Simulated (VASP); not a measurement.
A run of VASP 6.6.1 is set up as follows.

INCAR

```
  PREC = Accurate
  ENCUT = 520
  EDIFF = 1E-6
  ISMEAR = -1
  SIGMA = 0.1
  LREAL = F
  LASPH = T
  NELM = 80
  ALGO = Normal
  ISIF = 2
  LWAVE = F
  LCHARG = F
  GGA = PS
  NBANDS = 19
```

File KPOINTS:

```
Automatic mesh
0
Gamma
  12 12 12
```

POSCAR

```
BiIr
1.0
    0.0000000000      2.6591484942      2.6591484942
    2.6591484942      0.0000000000      2.6591484942
    2.6591484942      2.6591484942      0.0000000000
Ir Bi
1 1
Direct
    0.0000000000      0.0000000000      0.0000000000
    0.2500000000      0.2500000000      0.2500000000
```

Potentials or basis: VASP PAW PBE potentials, release 64 (Ir, Bi_d).

Run with:

```console
$ cat potpaw_PBE.64/Ir/POTCAR potpaw_PBE.64/Bi_d/POTCAR > POTCAR
$ mpirun -np 1 vasp_std > vasp.out
```

Question: Predict the band gap on the k mesh.

Answer: Zero (band 12 reaches 15.27 eV, above the bottom of band 13 at 9.60 eV).

Question: What does it give for the pressure?

Answer: 97.9 GPa.

Caveat: the PAW data sets were made with another functional, which shifts forces and pressure a little; spin-orbit coupling is left out, which moves the levels of the heavy elements.
